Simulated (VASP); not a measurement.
# Ta (Im-3m) in VASP: a series of runs

Ta is run at these levels: LDA; tasks: single point, relaxation of volume and atoms at fixed shape.

All numbers are computed with VASP 6.6.1; they aren't measurements. Logs are shortened: lines on timing, memory, paths and dates and some standing lists are left out, and cuts for length are marked.

### Step 1. The cell of the first run

The structure is cubic, space group Im-3m (No. 229). The conventional cell has a = 3.254 Å, b = 3.254 Å, c = 3.254 Å, α = 90.00°, β = 90.00°, γ = 90.00°. Within 3.7 Å of Ta (site symmetry m-3m) lie 14 Ta at 2.82 to 3.25 Å.

### Step 2. Single point, LDA

Contents of INCAR:

```
PREC = Accurate
ENCUT = 520
EDIFF = 1E-6
ISMEAR = 1
SIGMA = 0.05
LREAL = False
LASPH = True
NELM = 80
ALGO = Normal
ISIF = 2
LWAVE = False
LCHARG = True
LELF = True
LVHAR = True
NBANDS = 12
```

Contents of KPOINTS:

```
regular mesh
0
Gamma
  11 11 11
```

Contents of POSCAR:

```
Ta
1.0
   -1.6267985720      1.6267985720      1.6267985720
    1.6267985720     -1.6267985720      1.6267985720
    1.6267985720      1.6267985720     -1.6267985720
Ta
1
Direct
    0.0000000000      0.0000000000      0.0000000000
```

Potentials or basis: VASP PAW LDA potentials, release 64 (Ta_pv).

On the command line:

```sh
cat potpaw_LDA.64/Ta_pv/POTCAR > POTCAR
mpirun -np 1 vasp_std > vasp.out
```

OUTCAR:

```text
PREC = Accurate
   ENCUT = 520
   EDIFF = 1E-6
   ISMEAR = 1
   LREAL = False
   LASPH = True
   NELM = 80
   ISIF = 2

 ion  position               nearest neighbor table
   1  0.000  0.000  0.000-

  LATTYP: Found a body centered cubic cell.
 ALAT       =     3.2535971440

  Lattice vectors:

 A1 = (  -1.6267985720,   1.6267985720,   1.6267985720)
 A2 = (   1.6267985720,  -1.6267985720,   1.6267985720)
 A3 = (   1.6267985720,   1.6267985720,  -1.6267985720)

Analysis of symmetry for initial positions (statically):
=====================================================================
 Subroutine PRICEL returns:
 Original cell was already a primitive cell.

 Routine SETGRP: Setting up the symmetry group for a
 body centered cubic supercell.

 Subroutine GETGRP returns: Found 48 space group operations
 (whereof 48 operations were pure point group operations)
 out of a pool of 48 trial point group operations.

The static configuration has the point symmetry O_h .

Analysis of symmetry for dynamics (positions and initial velocities):
=====================================================================
 Subroutine PRICEL returns:
 Original cell was already a primitive cell.

 Routine SETGRP: Setting up the symmetry group for a
 body centered cubic supercell.

 Subroutine GETGRP returns: Found 48 space group operations
 (whereof 48 operations were pure point group operations)
 out of a pool of 48 trial point group operations.

The dynamic configuration has the point symmetry O_h .

 Subroutine INISYM returns: Found 48 space group operations
 (whereof 48 operations are pure point group operations),
 and found     1 'primitive' translations

----------------------------------------------------------------------------------------

                                     Primitive cell

  volume of cell :      17.2211

  direct lattice vectors                    reciprocal lattice vectors
    -1.626798572  1.626798572  1.626798572     0.000000000  0.307352126  0.307352126
     1.626798572 -1.626798572  1.626798572     0.307352126  0.000000000  0.307352126
     1.626798572  1.626798572 -1.626798572     0.307352126  0.307352126  0.000000000

  length of vectors
     2.817697780  2.817697780  2.817697780     0.434661545  0.434661545  0.434661545

  position of ions in fractional coordinates (direct lattice)
     0.000000000  0.000000000  0.000000000

  ion indices of the primitive-cell ions
   primitive index   ion index
                 1           1

----------------------------------------------------------------------------------------

 KPOINTS: regular mesh

Automatic generation of k-mesh.
 Grid dimensions read from file:
 generate k-points for:   11   11   11

 Generating k-lattice:

  Cartesian coordinates                     Fractional coordinates (reciprocal lattice)
     0.000000000  0.027941102  0.027941102     0.090909091  0.000000000  0.000000000
     0.027941102  0.000000000  0.027941102     0.000000000  0.090909091  0.000000000
     0.027941102  0.027941102  0.000000000     0.000000000  0.000000000  0.090909091

  Length of vectors
     0.039514686  0.039514686  0.039514686

  Shift w.r.t. Gamma in fractional coordinates (k-lattice)
     0.000000000  0.000000000  0.000000000

 Subroutine IBZKPT returns following result:
 ===========================================

 Found     56 irreducible k-points:

 Following reciprocal coordinates:
            Coordinates               Weight
  0.000000  0.000000  0.000000      1.000000
  0.090909  0.000000  0.000000     12.000000
  0.181818  0.000000  0.000000     12.000000
  0.272727  0.000000  0.000000     12.000000
  0.363636  0.000000  0.000000     12.000000
  0.454545  0.000000  0.000000     12.000000
[... 16 lines left out ...]
  0.272727  0.181818  0.090909     48.000000
  0.363636  0.181818  0.090909     24.000000
 [... further k-points ...]
   k-points           NKPTS =     56   k-points in BZ     NKDIM =     56   number of bands    NBANDS=     12
   number of dos      NEDOS =    301   number of ions     NIONS =      1
   total plane-waves  NPLWV =  13824
   dimension x,y,z NGX =    24 NGY =   24 NGZ =   24
   dimension x,y,z NGXF=    48 NGYF=   48 NGZF=   48
   ions per type =               1
   NGX,Y,Z   is equivalent  to a cutoff of  14.16, 14.16, 14.16 a.u.
   NGXF,Y,Z  is equivalent  to a cutoff of  28.32, 28.32, 28.32 a.u.
 SYSTEM =  unknown system
   PREC   = accura    normal or accurate (medium, high low for compatibility)
   ISTART =      0    job   : 0-new  1-cont  2-samecut
   ICHARG =      2    charge: 1-file 2-atom 10-const
   ISPIN  =      1    spin polarized calculation?
   LNONCOLLINEAR =      F non collinear calculations
   LSORBIT =      F    spin-orbit coupling
   LASPH  =      T    aspherical Exc in radial PAW
   ENCUT  =  520.0 eV  38.22 Ry    6.18 a.u.   5.24  5.24  5.24*2*pi/ulx,y,z
   NELM   =     80;   NELMIN=  2; NELMDL= -5     # of ELM steps
   EDIFF  = 0.1E-05   stopping-criterion for ELM
   LREAL  =      F    real-space projection
   EDIFFG = 0.1E-04   stopping-criterion for IOM
   NSW    =      0    number of steps for IOM
   IBRION =     -1    ionic relax: 0-MD 1-quasi-New 2-CG
   NFREE  =      0    steps in history (QN), initial steepest desc. (CG)
   ISIF   =      2    stress and relaxation
   ISYM   =      2    0-nonsym 1-usesym 2-fastsym
   POTIM  = 0.5000    time-step for ionic-motion
   TEBEG  =    0.0;   TEEND  =   0.0 temperature during run
   PSTRESS=    0.0 pullay stress
   NELECT =      11.0000    total number of electrons
   NUPDOWN=      -1.0000    fix difference up-down
   EMIN   =  10.00;   EMAX   =-10.00  energy-range for DOS
   EFERMI =   0.00;   METHOD = LEGACY
   ISMEAR =     1;   SIGMA  =   0.05  broadening in eV -4-tet -1-fermi 0-gaus
   EFERMI_NEDOS =   21; number of points for ismear=-14 and -15
   IALGO  =     38    algorithm
   IMIX   =      4    mixing-type and parameters
     AMIX     =   0.40;   BMIX     =  1.00
     AMIX_MAG =   1.60;   BMIX_MAG =  1.00
  volume/ion in A,a.u.               =      17.22       116.21
  Fermi-wavevector in a.u.,A,eV,Ry     =   1.409890  2.664306 27.045528  1.987790
  Thomas-Fermi vector in A             =   2.531900
   LORBIT       =      0    0 simple, 1 ext, 2 COOP (PROOUT), +10 PAW based schemes
   GGA     = CA    functional components
   LHFCALC =     F    Hartree Fock is set to
   AEXX    =    0.0000 exact exchange contribution
   IVDW    =     0    specifies the selected vdW correction
   LEPSILON=     F    determine dielectric tensor
   LRPA    =     F    only Hartree local field effects (RPA)
 non-spin polarized calculation
 Methfessel and Paxton  Order N= 1 SIGMA  =   0.05
  energy-cutoff  :      520.00
  volume of cell :       17.22
 maximum number of plane-waves:       474
 NGX is ok and might be reduce to    24
   NGX = 11   NGY = 11   NGZ = 11

 number of electron      11.0000000 magnetization

 Free energy of the ion-electron system (eV)
  ---------------------------------------------------
  ext. energy  EPLUGINS =         0.00000000
  ---------------------------------------------------
  free energy    TOTEN  =       -12.83609391 eV

  energy without entropy =      -12.83633329  energy(sigma->0) =      -12.83617371

 E-fermi :   5.7816     XC(G=0): -13.0274

 val. band max:        5.7432108223   @ k =  -0.4545  -0.4545   0.0909
 cond. band min:       5.8243650954   @ k =  -0.1818   0.2727   0.0909
 fundamental gap:      0.0811542731
 Fermi energy:         5.7816007765

 k-point     1 :       0.0000    0.0000    0.0000
  band No.  band energies     occupation
      1     -26.9597      2.00000
      2     -26.9597      2.00000
      3     -26.9597      2.00000
      4      -2.2306      2.00000
      5       6.4359     -0.00000
      6       6.4359     -0.00000
      7       6.4359     -0.00000
      8       9.8608      0.00000
      9       9.8608      0.00000
     10      19.5954      0.00000
     11      21.0645      0.00000
     12      21.0645      0.00000

 k-point     2 :       0.0909    0.0000    0.0000
  band No.  band energies     occupation
      1     -27.0801      2.00000
      2     -26.9963      2.00000
      3     -26.9605      2.00000
      4      -1.8421      2.00000
      5       6.1892     -0.00000
      6       6.3558     -0.00000
      7       6.8199      0.00000
      8       9.4918      0.00000
      9       9.8635      0.00000
     10      19.5953      0.00000
     11      21.4038      0.00000
     12      21.7366      0.00000

 k-point     3 :       0.1818    0.0000    0.0000
  band No.  band energies     occupation
      1     -27.3929      2.00000
      2     -27.0932      2.00000
      3     -26.9627      2.00000
      4      -0.8033      2.00000
      5       5.5935      2.00000
      6       5.9778     -0.00000
      7       7.9393      0.00000
      8       9.1262      0.00000
      9       9.9226      0.00000
     10      19.5946      0.00000
     11      21.8902      0.00000
     12      23.5945      0.00000
[... 286 lines left out ...]
 k-point    23 :       0.2727    0.1818    0.0909
  band No.  band energies     occupation
      1     -28.0980      2.00000
      2     -27.4989      2.00000
      3     -27.1800      2.00000
      4       2.8493      2.00000
      5       4.1416      2.00000
      6       5.2448      2.00000
      7      10.2407      0.00000
      8      10.8265      0.00000
      9      15.4516      0.00000
     10      16.7406      0.00000
     11      19.6052      0.00000
     12      20.3407      0.00000

 k-point    24 :       0.3636    0.1818    0.0909
  band No.  band energies     occupation
      1     -28.1020      2.00000
      2     -27.5905      2.00000
      3     -27.1896      2.00000
      4       2.8351      2.00000
      5       4.0798      2.00000
      6       5.9692     -0.00000
      7      10.3368      0.00000
      8      10.9395      0.00000
      9      15.4061      0.00000
     10      16.4443      0.00000
     11      19.6022      0.00000
     12      19.6922      0.00000

 [... further k-points ...]

------------------------ aborting loop because EDIFF is reached ----------------------------------------

  FORCE on cell =-STRESS in cart. coord.  units (eV):
  Direction    XX          YY          ZZ          XY          YZ          ZX
  --------------------------------------------------------------------------------------
  -------------------------------------------------------------------------------------
  Total        0.1134780      0.1134780      0.1134780      0.0000000      0.0000000     -0.0000000
  in kB       10.5574967     10.5574967     10.5574967      0.0000000      0.0000000     -0.0000000
  external PRESSURE =      10.5574967 kB  Pullay stress =       0.0000000 kB

 VOLUME and BASIS-vectors are now :
 -----------------------------------------------------------------------------
  energy-cutoff  :      520.00
  volume of cell :       17.22
      direct lattice vectors                 reciprocal lattice vectors
    -1.626798572  1.626798572  1.626798572     0.000000000  0.307352126  0.307352126
     1.626798572 -1.626798572  1.626798572     0.307352126  0.000000000  0.307352126
     1.626798572  1.626798572 -1.626798572     0.307352126  0.307352126  0.000000000

 POSITION                                       TOTAL-FORCE (eV/Angst)
 -----------------------------------------------------------------------------------
      0.00000      0.00000      0.00000        -0.000000      0.000000     -0.000000
 -----------------------------------------------------------------------------------
    total drift:                               -0.000000      0.000000      0.000000

  FREE ENERGIE OF THE ION-ELECTRON SYSTEM (eV)
  ---------------------------------------------------
  free  energy   TOTEN  =       -12.8360939115 eV

  energy  without entropy=      -12.8363332923  energy(sigma->0) =      -12.83617371
```

Wall time 10 s (1 thread of Intel Xeon 8259CL, shared host); peak memory 0.13 GiB.

What came out:

```yaml
Free_energy: -12.8361 eV
Pressure: 1.1 GPa
Band_gap_on_the_k_mesh: zero (an odd number of electrons rules out a gap without spin polarisation)
```

Caveat: spin-orbit coupling is left out, which moves the levels of the heavy elements.

### Step 3. Relaxation of volume and atoms at fixed shape, LDA

This run uses another cell than the first one, of 18.01 Å³/atom.

Contents of INCAR:

```
SYSTEM = Ta
PREC = Accurate ; ENCUT = 600
EDIFF = 1E-6 ; ISMEAR = 1
SIGMA = 0.05 ; LREAL = .False.
LASPH = .True. ; NELM = 60
ALGO = Normal ; ISIF = 8
LWAVE = .False. ; LCHARG = .False.
GGA = CA ; IBRION = 2
NSW = 60 ; EDIFFG = -0.03
```

Contents of KPOINTS:

```
Automatic mesh
0
Gamma
  11 11 11
  0 0 0
```

Contents of POSCAR:

```
Ta
1.0
   -1.6512800000      1.6512800000      1.6512800000
    1.6512800000     -1.6512800000      1.6512800000
    1.6512800000      1.6512800000     -1.6512800000
Ta
1
Direct
    0.0000000000      0.0000000000      0.0000000000
```

Potentials or basis: VASP PAW LDA potentials, release 64 (Ta_pv).

On the command line:

```sh
cat potpaw_LDA.64/Ta_pv/POTCAR > POTCAR
mpirun -np 1 vasp_std > vasp.out
```

Run time: 31 s. Hardware: 1 thread of Intel Xeon 8259CL, shared host; peak memory 0.14 GiB.

It converged, with:

```yaml
Free_energy: -12.8366 eV
Relaxed_volume: 17.30 Å³/atom
Relaxed_cell: a = 2.822 Å, b = 2.822 Å, c = 2.822 Å, α = 109.47°, β = 109.47°, γ = 109.47°
Space_group_after_relaxing_to_0.1_Å: Im-3m (No. 229)
Energy_gained_by_relaxing: 19.9 meV/atom
Ionic_steps: 4
Pressure_after_relaxing: -0.1 GPa
Band_gap_on_the_k_mesh: zero (an odd number of electrons rules out a gap without spin polarisation)
```

The path:
```csv
step,energy change (eV),largest force (eV/Å),pressure (GPa),volume (Å³)
1,0.0000,0.0000,-8.74,18.01
2,0.1259,0.0000,29.19,15.57
3,-0.0199,0.0000,-0.37,17.33
4,-0.0199,0.0000,-0.05,17.30
```

Final structure:
```yaml
crystal:
  lattice:
    - [-1.62933, 1.62933, 1.62933]
    - [1.62933, -1.62933, 1.62933]
    - [1.62933, 1.62933, -1.62933]
  atoms:
    - { symbol: Ta, position: [0.00000, 0.00000, 0.00000] }
```

Levels at points of the mesh, in eV from the Fermi level:
```csv
k point,band 2,band 3,band 4,band 5,band 6,band 7,band 8,band 9
"(0.00, 0.00, 0.00)",-32.75,-32.75,-7.99,0.66,0.66,0.66,4.07,4.07
```

Caveat: spin-orbit coupling is left out, which moves the levels of the heavy elements. Zero-point motion and thermal expansion aren't in these numbers.

The gap in the log of VASP goes by the Fermi energy; the results here count the filled bands.